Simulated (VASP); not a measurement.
# TiB2 (P6/mmm) in VASP: a series of runs

Runs on TiB2. Level: PBE. Tasks: single point.

Program: VASP 6.6.1. These are calculated values, not measurements. Logs are shortened: lines on timing, memory, paths and dates and some standing lists are left out, and cuts for length are marked.

## (1) The cell of the first run

The structure is hexagonal, space group P6/mmm (No. 191). The conventional cell has a = 3.029 Å, b = 3.029 Å, c = 3.228 Å, α = 90.00°, β = 90.00°, γ = 120.00°. Ti (site symmetry 6/mmm) has 12 B at 2.38 Å and 6 Ti at 3.03 Å within 3.1 Å. Within 2.3 Å of B (site symmetry -6m2) lie 3 B at 1.75 Å.

## (2) Single point, PBE

INCAR reads:

```
SYSTEM = TiB2
PREC = Accurate ; ENCUT = 520
EDIFF = 1E-7 ; ISMEAR = -1
SIGMA = 0.1 ; LREAL = .FALSE.
LASPH = .TRUE. ; NELM = 60
ALGO = Normal ; ISIF = 2
LWAVE = .FALSE. ; LCHARG = .FALSE.
GGA = PE ; NBANDS = 16
```

KPOINTS reads:

```
regular mesh
0
G
  6 6 5
  0 0 0
```

POSCAR reads:

```
TiB2
1.0
    3.0292000000      0.0000000000      0.0000000000
   -1.5146000000      2.6233641500      0.0000000000
    0.0000000000      0.0000000000      3.2284000000
Ti B
1 2
Direct
    0.0000000000      0.0000000000      0.0000000000
    0.3333333346      0.6666666692      0.5000000000
    0.6666666673      0.3333333346      0.5000000000
```

Potentials or basis: VASP PAW PBE potentials, release 64 (Ti_sv, B).

Run with:

```bash
> cat potpaw_PBE.64/Ti_sv/POTCAR potpaw_PBE.64/B/POTCAR > POTCAR
> mpirun -np 1 vasp_std > vasp.out
```

OUTCAR:

```text
SYSTEM = TiB2
   PREC = Accurate
   ENCUT = 520
   EDIFF = 1E-7
   ISMEAR = -1
   LREAL = .FALSE.
   LASPH = .TRUE.
   NELM = 60
   ISIF = 2
   GGA = PE

 ion  position               nearest neighbor table
   1  0.000  0.000  0.000-   3 2.38   3 2.38   2 2.38   2 2.38   2 2.38   2 2.38   3 2.38   3 2.38
                             3 2.38   3 2.38   2 2.38   2 2.38
   2  0.333  0.667  0.500-   3 1.75   3 1.75   3 1.75   1 2.38   1 2.38   1 2.38   1 2.38   1 2.38
                             1 2.38
   3  0.667  0.333  0.500-   2 1.75   2 1.75   2 1.75   1 2.38   1 2.38   1 2.38   1 2.38   1 2.38
                             1 2.38

  LATTYP: Found a hexagonal cell.
 ALAT       =     3.0292000000
 C/A-ratio  =     1.0657599366

  Lattice vectors:

 A1 = (   3.0292000000,   0.0000000000,   0.0000000000)
 A2 = (  -1.5146000000,   2.6233641500,   0.0000000000)
 A3 = (   0.0000000000,   0.0000000000,   3.2284000000)

Analysis of symmetry for initial positions (statically):
=====================================================================
 Subroutine PRICEL returns:
 Original cell was already a primitive cell.

 Routine SETGRP: Setting up the symmetry group for a
 hexagonal supercell.

 Subroutine GETGRP returns: Found 24 space group operations
 (whereof 24 operations were pure point group operations)
 out of a pool of 24 trial point group operations.

The static configuration has the point symmetry D_6h.

Analysis of symmetry for dynamics (positions and initial velocities):
=====================================================================
 Subroutine PRICEL returns:
 Original cell was already a primitive cell.

 Routine SETGRP: Setting up the symmetry group for a
 hexagonal supercell.

 Subroutine GETGRP returns: Found 24 space group operations
 (whereof 24 operations were pure point group operations)
 out of a pool of 24 trial point group operations.

The dynamic configuration has the point symmetry D_6h.

 Subroutine INISYM returns: Found 24 space group operations
 (whereof 24 operations are pure point group operations),
 and found     1 'primitive' translations

----------------------------------------------------------------------------------------

                                     Primitive cell

  volume of cell :      25.6551

  direct lattice vectors                    reciprocal lattice vectors
     3.029200000  0.000000000  0.000000000     0.330120164  0.190594966  0.000000000
    -1.514600000  2.623364150  0.000000000     0.000000000  0.381189931  0.000000000
     0.000000000  0.000000000  3.228400000     0.000000000  0.000000000  0.309750960

  length of vectors
     3.029200000  3.029199997  3.228400000     0.381189931  0.381189931  0.309750960

  position of ions in fractional coordinates (direct lattice)
     0.000000000  0.000000000  0.000000000
     0.333333335  0.666666669  0.500000000
     0.666666667  0.333333335  0.500000000

  ion indices of the primitive-cell ions
   primitive index   ion index
                 1           1
                 2           2
                 3           3

----------------------------------------------------------------------------------------

 KPOINTS: regular mesh

Automatic generation of k-mesh.
 Grid dimensions read from file:
 generate k-points for:    6    6    5

 Generating k-lattice:

  Cartesian coordinates                     Fractional coordinates (reciprocal lattice)
     0.055020027  0.031765828  0.000000000     0.166666667  0.000000000  0.000000000
     0.000000000  0.063531655  0.000000000     0.000000000  0.166666667  0.000000000
     0.000000000  0.000000000  0.061950192     0.000000000  0.000000000  0.200000000

  Length of vectors
     0.063531655  0.063531655  0.061950192

  Shift w.r.t. Gamma in fractional coordinates (k-lattice)
     0.000000000  0.000000000  0.000000000

 Subroutine IBZKPT returns following result:
 ===========================================

 Found     21 irreducible k-points:

 Following reciprocal coordinates:
            Coordinates               Weight
  0.000000  0.000000  0.000000      1.000000
  0.166667  0.000000  0.000000      6.000000
  0.333333  0.000000  0.000000      6.000000
  0.500000  0.000000  0.000000      3.000000
  0.166667  0.166667  0.000000      6.000000
  0.333333  0.166667  0.000000     12.000000
[... 13 lines left out ...]
  0.333333  0.166667  0.400000     24.000000
  0.333333  0.333333  0.400000      4.000000
   k-points           NKPTS =     21   k-points in BZ     NKDIM =     21   number of bands    NBANDS=     16
   number of dos      NEDOS =    301   number of ions     NIONS =      3
   total plane-waves  NPLWV =  13824
   dimension x,y,z NGX =    24 NGY =   24 NGZ =   24
   dimension x,y,z NGXF=    48 NGYF=   48 NGZF=   48
   ions per type =               1   2
   NGX,Y,Z   is equivalent  to a cutoff of  13.17, 13.17, 12.36 a.u.
   NGXF,Y,Z  is equivalent  to a cutoff of  26.34, 26.34, 24.72 a.u.
 SYSTEM =  TiB2
   PREC   = accura    normal or accurate (medium, high low for compatibility)
   ISTART =      0    job   : 0-new  1-cont  2-samecut
   ICHARG =      2    charge: 1-file 2-atom 10-const
   ISPIN  =      1    spin polarized calculation?
   LNONCOLLINEAR =      F non collinear calculations
   LSORBIT =      F    spin-orbit coupling
   LASPH  =      T    aspherical Exc in radial PAW
   ENCUT  =  520.0 eV  38.22 Ry    6.18 a.u.   5.63  5.63  6.00*2*pi/ulx,y,z
   NELM   =     60;   NELMIN=  2; NELMDL= -5     # of ELM steps
   EDIFF  = 0.1E-06   stopping-criterion for ELM
   LREAL  =      F    real-space projection
   EDIFFG = 0.1E-05   stopping-criterion for IOM
   NSW    =      0    number of steps for IOM
   IBRION =     -1    ionic relax: 0-MD 1-quasi-New 2-CG
   NFREE  =      0    steps in history (QN), initial steepest desc. (CG)
   ISIF   =      2    stress and relaxation
   ISYM   =      2    0-nonsym 1-usesym 2-fastsym
   POTIM  = 0.5000    time-step for ionic-motion
   TEBEG  =    0.0;   TEEND  =   0.0 temperature during run
   PSTRESS=    0.0 pullay stress
   NELECT =      18.0000    total number of electrons
   NUPDOWN=      -1.0000    fix difference up-down
   EMIN   =  10.00;   EMAX   =-10.00  energy-range for DOS
   EFERMI =   0.00;   METHOD = LEGACY
   ISMEAR =    -1;   SIGMA  =   0.10  broadening in eV -4-tet -1-fermi 0-gaus
   EFERMI_NEDOS =   21; number of points for ismear=-14 and -15
   IALGO  =     38    algorithm
   IMIX   =      4    mixing-type and parameters
     AMIX     =   0.40;   BMIX     =  1.00
     AMIX_MAG =   1.60;   BMIX_MAG =  1.00
  volume/ion in A,a.u.               =       8.55        57.71
  Fermi-wavevector in a.u.,A,eV,Ry     =   1.454703  2.748990 28.792122  2.116161
  Thomas-Fermi vector in A             =   2.571823
   LORBIT       =      0    0 simple, 1 ext, 2 COOP (PROOUT), +10 PAW based schemes
   GGA     = PE    functional components
   LHFCALC =     F    Hartree Fock is set to
   AEXX    =    0.0000 exact exchange contribution
   IVDW    =     0    specifies the selected vdW correction
   LEPSILON=     F    determine dielectric tensor
   LRPA    =     F    only Hartree local field effects (RPA)
 non-spin polarized calculation
  energy-cutoff  :      520.00
  volume of cell :       25.66
 maximum number of plane-waves:       721
 NGX is ok and might be reduce to    24
   NGX = 11   NGY = 11   NGZ = 13

 number of electron      18.0000002 magnetization

 Free energy of the ion-electron system (eV)
  ---------------------------------------------------
  ext. energy  EPLUGINS =         0.00000000
  ---------------------------------------------------
  free energy    TOTEN  =       -24.40046582 eV

  energy without entropy =      -24.37923952  energy(sigma->0) =      -24.38985267

 E-fermi :   9.8287     XC(G=0): -12.7686

 val. band max:        9.5606026693   @ k =   0.3333   0.1667   0.0000
 cond. band min:       9.9315836279   @ k =   0.0000   0.0000   0.2000
 fundamental gap:      0.3709809587
 Fermi energy:         9.8287248039

 k-point     1 :       0.0000    0.0000    0.0000
  band No.  band energies     occupation
      1     -46.9534      2.00000
      2     -23.3232      2.00000
      3     -22.9816      2.00000
      4     -22.9816      2.00000
      5      -3.5110      2.00000
      6       7.4013      2.00000
[... 8 lines left out ...]
     15      15.7623      0.00000
     16      16.9213      0.00000

 k-point     2 :       0.1667    0.0000    0.0000
  band No.  band energies     occupation
      1     -46.9398      2.00000
      2     -23.3059      2.00000
      3     -23.0848      2.00000
      4     -23.0050      2.00000
      5      -2.9839      2.00000
      6       6.0262      2.00000
[... 8 lines left out ...]
     15      18.1934      0.00000
     16      18.2286      0.00000

 k-point     3 :       0.3333    0.0000    0.0000
  band No.  band energies     occupation
      1     -46.9126      2.00000
      2     -23.2867      2.00000
      3     -23.2714      2.00000
      4     -23.0517      2.00000
      5      -1.5076      2.00000
      6       3.3560      2.00000
[... 8 lines left out ...]
     15      17.3554      0.00000
     16      18.9203      0.00000

 k-point     4 :       0.5000    0.0000    0.0000
  band No.  band energies     occupation
      1     -46.8989      2.00000
      2     -23.3855      2.00000
      3     -23.2540      2.00000
      4     -23.0748      2.00000
      5       0.6281      2.00000
      6       0.7592      2.00000
[... 8 lines left out ...]
     15      17.4498      0.00000
     16      18.1870      0.00000
[... 267 lines left out ...]
 k-point    19 :       0.1667    0.1667    0.4000
  band No.  band energies     occupation
      1     -46.9066      2.00000
      2     -23.4461      2.00000
      3     -23.1940      2.00000
      4     -23.0415      2.00000
      5      -0.9371      2.00000
      6       4.4583      2.00000
[... 8 lines left out ...]
     15      18.3981      0.00000
     16      19.7779      0.00000

 k-point    20 :       0.3333    0.1667    0.4000
  band No.  band energies     occupation
      1     -46.8864      2.00000
      2     -23.4116      2.00000
      3     -23.3063      2.00000
      4     -23.1070      2.00000
      5       0.1938      2.00000
      6       2.6715      2.00000
[... 8 lines left out ...]
     15      18.0989      0.00000
     16      19.1684      0.00000

 k-point    21 :       0.3333    0.3333    0.4000
  band No.  band energies     occupation
      1     -46.8797      2.00000
      2     -23.4001      2.00000
      3     -23.2368      2.00000
      4     -23.2368      2.00000
      5       1.4554      2.00000
      6       1.4554      2.00000
[... 8 lines left out ...]
     15      17.2910      0.00000
     16      21.2728      0.00000

------------------------ aborting loop because EDIFF is reached ----------------------------------------

  FORCE on cell =-STRESS in cart. coord.  units (eV):
  Direction    XX          YY          ZZ          XY          YZ          ZX
  --------------------------------------------------------------------------------------
  -------------------------------------------------------------------------------------
  Total        0.2754099      0.2754099     -0.2130151      0.0000000     -0.0000000      0.0000000
  in kB       17.1995184     17.1995184    -13.3029210      0.0000000     -0.0000000      0.0000000
  external PRESSURE =       7.0320386 kB  Pullay stress =       0.0000000 kB

 VOLUME and BASIS-vectors are now :
 -----------------------------------------------------------------------------
  energy-cutoff  :      520.00
  volume of cell :       25.66
      direct lattice vectors                 reciprocal lattice vectors
     3.029200000  0.000000000  0.000000000     0.330120164  0.190594966  0.000000000
    -1.514600000  2.623364150  0.000000000     0.000000000  0.381189931  0.000000000
     0.000000000  0.000000000  3.228400000     0.000000000  0.000000000  0.309750960

 POSITION                                       TOTAL-FORCE (eV/Angst)
 -----------------------------------------------------------------------------------
      0.00000      0.00000      0.00000         0.000000      0.000000     -0.000000
      0.00000      1.74891      1.61420        -0.000000      0.000000     -0.000000
      1.51460      0.87445      1.61420        -0.000000     -0.000000      0.000000
 -----------------------------------------------------------------------------------
    total drift:                                0.000000     -0.000000      0.000000

  FREE ENERGIE OF THE ION-ELECTRON SYSTEM (eV)
  ---------------------------------------------------
  free  energy   TOTEN  =       -24.4004658219 eV

  energy  without entropy=      -24.3792395164  energy(sigma->0) =      -24.38985267
```

Run time: 5.7 s. Hardware: 1 thread of Intel Xeon Platinum 8375C at 2.90GHz (Ice Lake), shared host; peak memory 0.13 GiB.

Results:

| Quantity | Value |
| --- | --- |
| Free energy | -24.4005 eV |
| Pressure | 0.7 GPa |
| Band gap on the k mesh | zero (filled and empty bands touch) |

Levels at points of the mesh, in eV from the Fermi level:
| k point | band 7 | band 8 | band 9 | band 10 | band 11 | band 12 |
| --- | --- | --- | --- | --- | --- | --- |
| (0.00, 0.00, 0.00) | -2.43 | -2.16 | -1.95 | 2.06 | 2.06 | 3.83 |
| (0.50, 0.00, 0.00) | -3.10 | -3.05 | -2.09 | 1.50 | 2.93 | 3.39 |

Caveat: the k points lie up to 0.40 Å⁻¹ apart.

## (3) Single point, PBE

INCAR reads:

```
PREC     = Accurate       # precision mode
ENCUT    = 520            # plane-wave cutoff, eV
EDIFF    = 1E-6           # SCF threshold, eV
ISMEAR   = -1             # smearing method
SIGMA    = 0.1            # smearing width, eV
LREAL    = F              # projectors in reciprocal space
LASPH    = T              # aspherical terms in the spheres
NELM     = 80             # most SCF steps
ALGO     = Normal         # electronic algorithm
ISIF     = 2              # what is computed and relaxed
LWAVE    = F              # write WAVECAR
LCHARG   = F              # write CHGCAR
GGA      = PE             # functional
NBANDS   = 16             # bands
```

KPOINTS reads:

```
Automatic mesh
0
Gamma
  8 8 7
```

POSCAR is that of step 2.

Potentials or basis: VASP PAW PBE potentials, release 64 (Ti_sv, B).

Run with:

```bash
> cat potpaw_PBE.64/Ti_sv/POTCAR potpaw_PBE.64/B/POTCAR > POTCAR
> mpirun -np 1 vasp_std > vasp.out
```

OUTCAR:

```text
PREC = Accurate
   ENCUT = 520
   EDIFF = 1E-6
   ISMEAR = -1
   LREAL = F
   LASPH = T
   NELM = 80
   ISIF = 2
   GGA = PE

 ion  position               nearest neighbor table
   1  0.000  0.000  0.000-   3 2.38   3 2.38   2 2.38   2 2.38   2 2.38   2 2.38   3 2.38   3 2.38
                             3 2.38   3 2.38   2 2.38   2 2.38
   2  0.333  0.667  0.500-   3 1.75   3 1.75   3 1.75   1 2.38   1 2.38   1 2.38   1 2.38   1 2.38
                             1 2.38
   3  0.667  0.333  0.500-   2 1.75   2 1.75   2 1.75   1 2.38   1 2.38   1 2.38   1 2.38   1 2.38
                             1 2.38

  LATTYP: Found a hexagonal cell.
 ALAT       =     3.0292000000
 C/A-ratio  =     1.0657599366

  Lattice vectors:

 A1 = (   3.0292000000,   0.0000000000,   0.0000000000)
 A2 = (  -1.5146000000,   2.6233641500,   0.0000000000)
 A3 = (   0.0000000000,   0.0000000000,   3.2284000000)

Analysis of symmetry for initial positions (statically):
=====================================================================
 Subroutine PRICEL returns:
 Original cell was already a primitive cell.

 Routine SETGRP: Setting up the symmetry group for a
 hexagonal supercell.
[... 165 lines left out ...]
  free energy    TOTEN  =       -24.43834518 eV

  energy without entropy =      -24.42949558  energy(sigma->0) =      -24.43392038

 E-fermi :  10.0318     XC(G=0): -12.7684

 val. band max:        9.8891438078   @ k =   0.0000   0.0000   0.4286
 cond. band min:      10.2851762530   @ k =   0.1250   0.1250   0.2857
 fundamental gap:      0.3960324452
 Fermi energy:        10.0317741860

 k-point     1 :       0.0000    0.0000    0.0000
  band No.  band energies     occupation
      1     -46.9575      2.00000
      2     -23.3117      2.00000
      3     -22.9932      2.00000
      4     -22.9932      2.00000
      5      -3.5081      2.00000
      6       7.3990      2.00000
[... 433 lines left out ...]
      3     -23.3206      2.00000
      4     -23.0600      2.00000
      5      -0.5497      2.00000
      6       2.8889      2.00000
[... 8 lines left out ...]
     15      17.8541      0.00000
     16      22.3417      0.00000

 [... further k-points ...]
[... 5 lines left out ...]
  --------------------------------------------------------------------------------------
  -------------------------------------------------------------------------------------
  Total        0.1602275      0.1602275     -0.1064100      0.0000000      0.0000000      0.0000000
  in kB       10.0063053     10.0063053     -6.6453701      0.0000000      0.0000000      0.0000000
  external PRESSURE =       4.4557469 kB  Pullay stress =       0.0000000 kB

 VOLUME and BASIS-vectors are now :
 -----------------------------------------------------------------------------
  energy-cutoff  :      520.00
  volume of cell :       25.66
      direct lattice vectors                 reciprocal lattice vectors
     3.029200000  0.000000000  0.000000000     0.330120164  0.190594966  0.000000000
    -1.514600000  2.623364150  0.000000000     0.000000000  0.381189931  0.000000000
     0.000000000  0.000000000  3.228400000     0.000000000  0.000000000  0.309750960

 POSITION                                       TOTAL-FORCE (eV/Angst)
 -----------------------------------------------------------------------------------
      0.00000      0.00000      0.00000         0.000000      0.000000      0.000000
      0.00000      1.74891      1.61420        -0.000000      0.000000      0.000000
      1.51460      0.87445      1.61420         0.000000     -0.000000      0.000000
 -----------------------------------------------------------------------------------
    total drift:                               -0.000000     -0.000000      0.000000

  FREE ENERGIE OF THE ION-ELECTRON SYSTEM (eV)
  ---------------------------------------------------
  free  energy   TOTEN  =       -24.4383451796 eV

  energy  without entropy=      -24.4294955808  energy(sigma->0) =      -24.43392038
```

OSZICAR:

```text
N       E                     dE             d eps       ncg     rms          rms(c)
DAV:   1     0.128390426341E+03    0.12839E+03   -0.88896E+03  1280   0.128E+03
DAV:   2    -0.220265215541E+02   -0.15042E+03   -0.14505E+03  1408   0.347E+02
DAV:   3    -0.294046052403E+02   -0.73781E+01   -0.73130E+01  1824   0.750E+01
DAV:   4    -0.296079349294E+02   -0.20333E+00   -0.20324E+00  1552   0.109E+01
DAV:   5    -0.296143374541E+02   -0.64025E-02   -0.64022E-02  1896   0.152E+00    0.167E+01
DAV:   6    -0.244533020888E+02    0.51610E+01   -0.20933E+01  1856   0.485E+01    0.380E+00
DAV:   7    -0.244373157301E+02    0.15986E-01   -0.10758E+00  1352   0.118E+01    0.334E+00
DAV:   8    -0.244398990608E+02   -0.25833E-02   -0.81322E-02  2064   0.238E+00    0.797E-01
DAV:   9    -0.244388024626E+02    0.10966E-02   -0.33255E-02  1544   0.232E+00    0.254E-01
DAV:  10    -0.244383369373E+02    0.46553E-03   -0.27716E-03  1696   0.635E-01    0.632E-02
DAV:  11    -0.244383557797E+02   -0.18842E-04   -0.36876E-04  1760   0.207E-01    0.537E-02
DAV:  12    -0.244383455221E+02    0.10258E-04   -0.65802E-05  1544   0.103E-01    0.931E-03
DAV:  13    -0.244383451796E+02    0.34246E-06   -0.33246E-06  1472   0.165E-02
   1 F= -.24438345E+02 E0= -.24433920E+02  d E =-.884960E-02
```

stdout:

```text
POSCAR found type information on POSCAR TiB
 POSCAR found :  2 types and       3 ions
 scaLAPACK will be used
 LDA part: xc-table for (Slater+PW92), standard interpolation
 POSCAR, INCAR and KPOINTS ok, starting setup
 FFT: planning ... GRIDC
 FFT: planning ... GRID_SOFT
 FFT: planning ... GRID
 WAVECAR not read
 entering main loop
```

Wall time 8 s (1 thread of Intel Xeon Platinum 8375C at 2.90GHz (Ice Lake), shared host); peak memory 0.14 GiB.

What came out:

```yaml
Free_energy: -24.4383 eV
Pressure: 0.4 GPa
Band_gap_on_the_k_mesh: zero (band 9 reaches 10.41 eV, above the bottom of band 10 at 9.89 eV)
```
